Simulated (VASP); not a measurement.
Write the native input for VASP 6.6.1 that does the following.

| Quantity | Value |
| --- | --- |
| Task | single point |
| Functional | r2SCAN |
| Potentials or basis | VASP PAW PBE potentials, release 64 (C) |
| Cutoff | 520 eV |
| k mesh | 14 × 14 × 14 |
| Occupations | gaussian, width 0.05 eV |
| Spin | no spin polarisation |
| Dipole correction | no |
| Further INCAR settings | ALGO = Normal; EDIFF = 1e-07; NBANDS = 11 |

C:

```xyz
2
Lattice="0.0000 2.1268 3.5618 1.2279 0.0000 3.5618 1.2279 2.1268 0.0000" Properties=species:S:1:pos:R:3 pbc="T T T"
C     1.0865    0.5677    3.5618
C     1.2279    3.5444    3.5618
```

This cell differs from its parent crystal: atom 1 (C) moved by (-0.200, +0.000) A along [1 1 0] and z.

One way to write it, as run:

POSCAR

```
C
1.0
    0.0000000000      2.1267565396      3.5617636613
    1.2279212041      0.0000000000      3.5617636613
    1.2279212041      2.1267565396      0.0000000000
C
2
Direct
    0.1910414781      0.8089585219      0.0758701171
    0.8332960723      0.1667039277      0.8332960723
```

INCAR.step1

```
SYSTEM = C
ALGO = Normal ; EDIFF = 1E-4
ENCUT = 520 ; GGA = PE
ISMEAR = 0 ; LASPH = .True.
LCHARG = .False. ; LREAL = .False.
LWAVE = .True. ; NBANDS = 11
NELM = 100 ; PREC = Accurate
SIGMA = 0.05
```

INCAR.step2

```
SYSTEM = C
ALGO = Normal ; EDIFF = 1E-7
ENCUT = 520 ; ISIF = 2
ISMEAR = 0 ; ISTART = 1
LASPH = .True. ; LCHARG = .False.
LMIXTAU = .True. ; LREAL = .False.
LWAVE = .False. ; METAGGA = R2SCAN
NBANDS = 11 ; NELM = 100
PREC = Accurate ; SIGMA = 0.05
```

KPOINTS

```
k-points
0
Gamma
  14 14 14
  0 0 0
```

Potentials or basis: VASP PAW PBE potentials, release 64 (C).

Run with:

```bash
$ cat potpaw_PBE.64/C/POTCAR > POTCAR
$ cp INCAR.step1 INCAR
$ mpirun -np 1 vasp_std > vasp.out
$ cp INCAR.step2 INCAR
$ mpirun -np 1 vasp_std > vasp.out
```

Results of the run:

```
Pressure               : 15.1 GPa
Largest force          : 9.108 eV/Å
Band gap on the k mesh : zero (bands 4 and 5 overlap by 0.68 eV)
```

Caveat: the cell differs from its parent crystal (atom 1 (C) moved by (-0.200, +0.000) A along [1 1 0] and z); the stress differs along the axes, from -0 to 39 GPa; the PAW data sets were made with another functional, which shifts forces and pressure a little.

It took 8.8 min on 1 thread of AMD EPYC 9R45 96-Core Processor (Zen 5), on a shared host, peak memory 0.21 GiB.
